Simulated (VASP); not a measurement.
A run of VASP 6.6.1 is set up as follows.

File INCAR:

```
ALGO = Normal
EDIFF = 1E-6
ENCUT = 520
GGA = PE
ISIF = 2
ISMEAR = 0
LASPH = True
LCHARG = False
LREAL = False
LWAVE = False
NBANDS = 22
NELM = 60
PREC = Accurate
SIGMA = 0.1
```

KPOINTS

```
k-points
0
Gamma
  16 16 16
```

File POSCAR:

```
HRh2
1.0
    0.0000000000      2.5763891747      2.5763891747
    2.5763891747      0.0000000000      2.5763891747
    2.5763891747      2.5763891747      0.0000000000
H Rh
1 2
Direct
    0.0000000000      0.0000000000      0.0000000000
    0.2500000000      0.2500000000      0.2500000000
    0.7500000000      0.7500000000      0.7500000000
```

Potentials or basis: VASP PAW PBE potentials, release 64 (H, Rh_pv).

Launch:

```console
$ cat potpaw_PBE.64/H/POTCAR potpaw_PBE.64/Rh_pv/POTCAR > POTCAR
$ mpirun -np 1 vasp_std > vasp.out
```

Q: Predict the pressure.

A: 0.0 GPa.

Q: What does it give for the band gap on the k mesh?

A: Zero (an odd number of electrons rules out a gap without spin polarisation).
